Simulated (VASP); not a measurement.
# Al6H in VASP: a series of runs, part 2 of 2

VASP 6.6.1. The steps go on from the part before.

## (3) Single point, PBE

The input, INCAR:

```
  ALGO = Normal
  DIPOL = 0.5 0.5 0.311
  EDIFF = 1E-6
  ENCUT = 520
  GGA = PE
  IDIPOL = 3
  ISIF = 2
  ISMEAR = 0
  LASPH = True
  LCHARG = False
  LDIPOL = True
  LREAL = False
  LWAVE = False
  NBANDS = 32
  NELM = 60
  PREC = Accurate
  SIGMA = 0.1
```

The input, KPOINTS:

```
k-points
0
Gamma
  5 5 1
```

The input, POSCAR:

```
Al6H
1.0
    5.7135165837      0.0000000000      0.0000000000
    0.0000000000      5.7135165837      0.0000000000
    0.0000000000      0.0000000000     22.1746954375
Al H
12 2
Direct
    0.2500000000      0.2500000000      0.1803857921
    0.2500000000      0.7500000000      0.1803857921
    0.7500000000      0.2500000000      0.1803857921
    0.7500000000      0.7500000000      0.1803857921
    0.0000000000      0.0000000000      0.2744050924
    0.0000000000      0.5000000000      0.2744050924
    0.5000000000      0.0000000000      0.2744050924
    0.5000000000      0.5000000000      0.2744050924
    0.2500000000      0.2500000000      0.3686497278
    0.2500000000      0.7500000000      0.3686497278
    0.7500000000      0.2500000000      0.3686497278
    0.7500000000      0.7500000000      0.3686497278
    0.0000000000     -0.1033514109      0.5309969407
    0.0000000000      0.1033514109      0.5309969407
```

Potentials or basis: VASP PAW PBE potentials, release 64 (Al, H).

Run with:

```bash
> cat potpaw_PBE.64/Al/POTCAR potpaw_PBE.64/H/POTCAR > POTCAR
> mpirun -np 1 vasp_std > vasp.out
```

OUTCAR:

```text
EDIFF = 1E-6
   ENCUT = 520
   GGA = PE
   ISIF = 2
   ISMEAR = 0
   LASPH = True
   LREAL = False
   NELM = 60
   PREC = Accurate

 ion  position               nearest neighbor table
   1  0.250  0.250  0.180-   2 2.86   3 2.86   2 2.86   3 2.86   7 2.90   8 2.90   5 2.90   6 2.90

   2  0.250  0.750  0.180-   1 2.86   4 2.86   1 2.86   4 2.86   7 2.90   8 2.90   5 2.90   6 2.90

   3  0.750  0.250  0.180-   1 2.86   4 2.86   4 2.86   1 2.86   7 2.90   8 2.90   5 2.90   6 2.90
[... 15 lines left out ...]
  11  0.750  0.250  0.369-   9 2.86  12 2.86  12 2.86   9 2.86   5 2.91   6 2.91   7 2.91   8 2.91

  12  0.750  0.750  0.369-  10 2.86  11 2.86  11 2.86  10 2.86   5 2.91   6 2.91   7 2.91   8 2.91

  13  0.000  0.897  0.531-
  14  0.000  0.103  0.531-

  LATTYP: Found a simple tetragonal cell.
 ALAT       =     5.7135165837
 C/A-ratio  =     3.8810940885

  Lattice vectors:

 A1 = (   5.7135165837,   0.0000000000,   0.0000000000)
 A2 = (   0.0000000000,   5.7135165837,   0.0000000000)
 A3 = (   0.0000000000,   0.0000000000,  22.1746954375)

Analysis of symmetry for initial positions (statically):
=====================================================================
 Subroutine PRICEL returns:
 Original cell was already a primitive cell.

 Routine SETGRP: Setting up the symmetry group for a
 simple tetragonal supercell.

 Subroutine GETGRP returns: Found  4 space group operations
 (whereof  4 operations were pure point group operations)
 out of a pool of 16 trial point group operations.

The static configuration has the point symmetry C_2v.

Analysis of symmetry for dynamics (positions and initial velocities):
=====================================================================
 Subroutine PRICEL returns:
 Original cell was already a primitive cell.

 Routine SETGRP: Setting up the symmetry group for a
 simple tetragonal supercell.

 Subroutine GETGRP returns: Found  4 space group operations
 (whereof  4 operations were pure point group operations)
 out of a pool of 16 trial point group operations.

The dynamic configuration has the point symmetry C_2v.

 Subroutine INISYM returns: Found  4 space group operations
 (whereof  4 operations are pure point group operations),
 and found     1 'primitive' translations

----------------------------------------------------------------------------------------

                                     Primitive cell

  volume of cell :     723.8768

  direct lattice vectors                    reciprocal lattice vectors
     5.713516584  0.000000000  0.000000000     0.175023558  0.000000000  0.000000000
     0.000000000  5.713516584  0.000000000     0.000000000  0.175023558  0.000000000
     0.000000000  0.000000000 22.174695437     0.000000000  0.000000000  0.045096448

  length of vectors
     5.713516584  5.713516584 22.174695437     0.175023558  0.175023558  0.045096448

  position of ions in fractional coordinates (direct lattice)
     0.250000000  0.250000000  0.180385792
     0.250000000  0.750000000  0.180385792
     0.750000000  0.250000000  0.180385792
     0.750000000  0.750000000  0.180385792
[... 73 lines left out ...]
 SYSTEM =  unknown system
   PREC   = accura    normal or accurate (medium, high low for compatibility)
   ISTART =      0    job   : 0-new  1-cont  2-samecut
   ICHARG =      2    charge: 1-file 2-atom 10-const
   ISPIN  =      1    spin polarized calculation?
   LNONCOLLINEAR =      F non collinear calculations
   LSORBIT =      F    spin-orbit coupling
   LASPH  =      T    aspherical Exc in radial PAW
   ENCUT  =  520.0 eV  38.22 Ry    6.18 a.u.  10.62 10.62 41.23*2*pi/ulx,y,z
   NELM   =     60;   NELMIN=  2; NELMDL= -5     # of ELM steps
   EDIFF  = 0.1E-05   stopping-criterion for ELM
   LREAL  =      F    real-space projection
   EDIFFG = 0.1E-04   stopping-criterion for IOM
   NSW    =      0    number of steps for IOM
   IBRION =     -1    ionic relax: 0-MD 1-quasi-New 2-CG
   NFREE  =      0    steps in history (QN), initial steepest desc. (CG)
   ISIF   =      2    stress and relaxation
   ISYM   =      2    0-nonsym 1-usesym 2-fastsym
   POTIM  = 0.5000    time-step for ionic-motion
   TEBEG  =    0.0;   TEEND  =   0.0 temperature during run
   PSTRESS=    0.0 pullay stress
   NELECT =      38.0000    total number of electrons
   NUPDOWN=      -1.0000    fix difference up-down
   EMIN   =  10.00;   EMAX   =-10.00  energy-range for DOS
   EFERMI =   0.00;   METHOD = LEGACY
   ISMEAR =     0;   SIGMA  =   0.10  broadening in eV -4-tet -1-fermi 0-gaus
   EFERMI_NEDOS =   21; number of points for ismear=-14 and -15
   IALGO  =     38    algorithm
   IMIX   =      4    mixing-type and parameters
     AMIX     =   0.40;   BMIX     =  1.00
     AMIX_MAG =   1.60;   BMIX_MAG =  1.00
  volume/ion in A,a.u.               =      51.71       348.93
  Fermi-wavevector in a.u.,A,eV,Ry     =   0.612982  1.158368  5.112350  0.375747
  Thomas-Fermi vector in A             =   1.669467
   LORBIT       =      0    0 simple, 1 ext, 2 COOP (PROOUT), +10 PAW based schemes
   GGA     = PE    functional components
   LHFCALC =     F    Hartree Fock is set to
   AEXX    =    0.0000 exact exchange contribution
   IVDW    =     0    specifies the selected vdW correction
   LEPSILON=     F    determine dielectric tensor
   LRPA    =     F    only Hartree local field effects (RPA)
 non-spin polarized calculation
 Gauss-broadening in eV      SIGMA  =   0.10
  energy-cutoff  :      520.00
  volume of cell :      723.88
 maximum number of plane-waves:     19525
   NGX = 21   NGY = 21   NGZ = 83

 dipolmoment           0.000000      0.000000     -0.004206 electrons x Angstroem

 number of electron      37.9999999 magnetization

 dipolmoment           0.000000      0.000000      0.007083 electrons x Angstroem

 Free energy of the ion-electron system (eV)
  ---------------------------------------------------
  ext. energy  EPLUGINS =         0.00000000
  ---------------------------------------------------
  free energy    TOTEN  =       -46.57077948 eV

  energy without entropy =      -46.55233667  energy(sigma->0) =      -46.56155807

 E-fermi :  -1.0005     XC(G=0):  -3.9952

 val. band max:       -1.0710879061   @ k =   0.0000   0.4000   0.0000
 cond. band min:      -0.9727380895   @ k =   0.0000   0.0000   0.0000
 fundamental gap:      0.0983498166
 Fermi energy:        -1.0004538847

 k-point     1 :       0.0000    0.0000    0.0000
  band No.  band energies     occupation
      1     -11.0510      2.00000
      2      -8.9472      2.00000
      3      -6.6581      2.00000
      4      -6.6580      2.00000
      5      -6.5474      2.00000
      6      -6.5460      2.00000
[... 295 lines left out ...]
     30       2.0513      0.00000
     31       2.0700      0.00000
 [bands above 31 left out]

------------------------ aborting loop because EDIFF is reached ----------------------------------------

 vacuum level on the upper side and lower side of the slab       (xc-potential included)        -0.017        -0.031

  FORCE on cell =-STRESS in cart. coord.  units (eV):
  Direction    XX          YY          ZZ          XY          YZ          ZX
  --------------------------------------------------------------------------------------
  -------------------------------------------------------------------------------------
  Total       -7.6030463    -13.0740747     -0.4158030      0.0000000      0.0000000      0.0000000
  in kB      -16.8280413    -28.9372259     -0.9203088      0.0000000      0.0000000      0.0000000
  external PRESSURE =     -15.5618586 kB  Pullay stress =       0.0000000 kB

 VOLUME and BASIS-vectors are now :
 -----------------------------------------------------------------------------
  energy-cutoff  :      520.00
  volume of cell :      723.88
      direct lattice vectors                 reciprocal lattice vectors
     5.713516584  0.000000000  0.000000000     0.175023558  0.000000000  0.000000000
     0.000000000  5.713516584  0.000000000     0.000000000  0.175023558  0.000000000
     0.000000000  0.000000000 22.174695437     0.000000000  0.000000000  0.045096448

 POSITION                                       TOTAL-FORCE (eV/Angst)
 -----------------------------------------------------------------------------------
      1.42838      1.42838      4.00000        -0.000186      0.001832      0.018974
      1.42838      4.28514      4.00000        -0.000186     -0.001832      0.018974
      4.28514      1.42838      4.00000         0.000186      0.001832      0.018974
      4.28514      4.28514      4.00000         0.000186     -0.001832      0.018974
      0.00000      0.00000      6.08485        -0.000000      0.000000      0.007265
      0.00000      2.85676      6.08485        -0.000000      0.000000      0.010487
      2.85676      0.00000      6.08485        -0.000000      0.000000      0.008501
      2.85676      2.85676      6.08485        -0.000000      0.000000      0.013685
      1.42838      1.42838      8.17470         0.001034      0.003293     -0.029831
      1.42838      4.28514      8.17470         0.001034     -0.003293     -0.029831
      4.28514      1.42838      8.17470        -0.001034      0.003293     -0.029831
      4.28514      4.28514      8.17470        -0.001034     -0.003293     -0.029831
      0.00000      5.12302     11.77470        -0.000000      4.630513      0.001745
      0.00000      0.59050     11.77470        -0.000000     -4.630513      0.001745
 -----------------------------------------------------------------------------------
    total drift:                               -0.000000     -0.000000      0.000065

  FREE ENERGIE OF THE ION-ELECTRON SYSTEM (eV)
  ---------------------------------------------------
  free  energy   TOTEN  =       -46.5707794783 eV

  energy  without entropy=      -46.5523366659  energy(sigma->0) =      -46.56155807

 vacuum level on the upper side and lower side of the slab         3.538         3.501
```

Run time: 14 min. Hardware: 1 thread of Intel Xeon 8259CL, shared host; peak memory 0.68 GiB.

Results:

```
Free energy            : -46.5708 eV
Largest force          : 4.631 eV/Å
Band gap on the k mesh : zero (bands 19 and 20 overlap by 0.52 eV)
```

Forces in eV/Å, atoms in the order of the input:
```
Al   0.000  0.002  0.019
Al   0.000 -0.002  0.019
Al   0.000  0.002  0.019
Al   0.000 -0.002  0.019
Al   0.000  0.000  0.007
Al   0.000  0.000  0.010
Al   0.000  0.000  0.009
Al   0.000  0.000  0.014
Al   0.001  0.003 -0.030
Al   0.001 -0.003 -0.030
Al  -0.001  0.003 -0.030
Al  -0.001 -0.003 -0.030
H    0.000  4.631  0.002
H    0.000 -4.631  0.002
```

Levels at points of the mesh, in eV from the Fermi level:
```csv
k point,band 15,band 16,band 17,band 18,band 19,band 20,band 21,band 22,band 23,band 24
"(0.00, 0.00, 0.00)",-1.72,-0.76,-0.75,-0.67,-0.32,0.03,0.03,0.06,0.06,1.53
```

## (4) Single point, PBE

The input, INCAR:

```
SYSTEM = Al6H
ALGO = Normal
DIPOL = 0.5 0.5 0.293
EDIFF = 1E-7
ENCUT = 520
GGA = PE
IDIPOL = 3
ISIF = 2
ISMEAR = 0
LASPH = .True.
LCHARG = .True.
LDIPOL = .True.
LELF = .True.
LREAL = .False.
LVACPOTAV = .True.
LVHAR = .True.
LWAVE = .False.
NBANDS = 32
NELM = 100
PREC = Accurate
SIGMA = 0.1
```

The input, KPOINTS:

```
k-points
0
Gamma
  5 5 1
  0 0 0
```

Changes to POSCAR since step 3:

```diff
@@ -20,3 +20,3 @@
     0.7500000000      0.7500000000      0.3686497278
-    0.0000000000     -0.1033514109      0.5309969407
-    0.0000000000      0.1033514109      0.5309969407
+    0.0000000000     -0.1308301095      0.4033739928
+    0.0000000000      0.1308301095      0.4033739928
```

Run with:

```bash
> cat potpaw_PBE.64/Al/POTCAR potpaw_PBE.64/H/POTCAR > POTCAR
> mpirun -np 1 vasp_std > vasp.out
```

Run time: 15 min. Hardware: 1 thread of Intel Xeon 8259CL, shared host; peak memory 0.68 GiB.

Results (log left out):

| Property | Result |
| --- | --- |
| Free energy | -47.3236 eV |
| Largest force | 0.813 eV/Å |
| Band gap on the k mesh | zero (bands 19 and 20 overlap by 0.80 eV) |

Forces in eV/Å, atoms in the order of the input:
```
Al  -0.066 -0.070 -0.004
Al  -0.066  0.070 -0.004
Al   0.066 -0.070 -0.004
Al   0.066  0.070 -0.004
Al   0.000  0.000 -0.146
Al   0.000  0.000  0.047
Al   0.000  0.000 -0.013
Al   0.000  0.000 -0.142
Al   0.504  0.394 -0.173
Al   0.504 -0.394 -0.173
Al  -0.504  0.394 -0.173
Al  -0.504 -0.394 -0.173
H    0.000 -0.654  0.482
H    0.000  0.654  0.482
```

Levels at points of the mesh, in eV from the Fermi level:
```
           k point  band 16  band 17  band 18  band 19  band 20  band 21  band 22  band 23
(0.00, 0.00, 0.00)    -1.27    -1.06    -0.85    -0.46    -0.41    -0.20    -0.15     1.15
```

## (5) Summary

```csv
cell,gap on the mesh (eV),largest force (eV/Å)
"as given, atomic positions A",none,4.25
"as given, atomic positions B",none,4.63
"as given, atomic positions C",none,0.81
```

Alike in all rows: task single point; level PBE; potentials or basis VASP PAW PBE potentials, release 64 (Al, H); no spin polarisation; k mesh 5 × 5 × 1; cutoff (eV) 520; smearing gaussian 0.1 eV.

Absolute energies hang on the potentials; compare differences alone.

The gap in the log of VASP goes by the Fermi energy; the results here count the filled bands.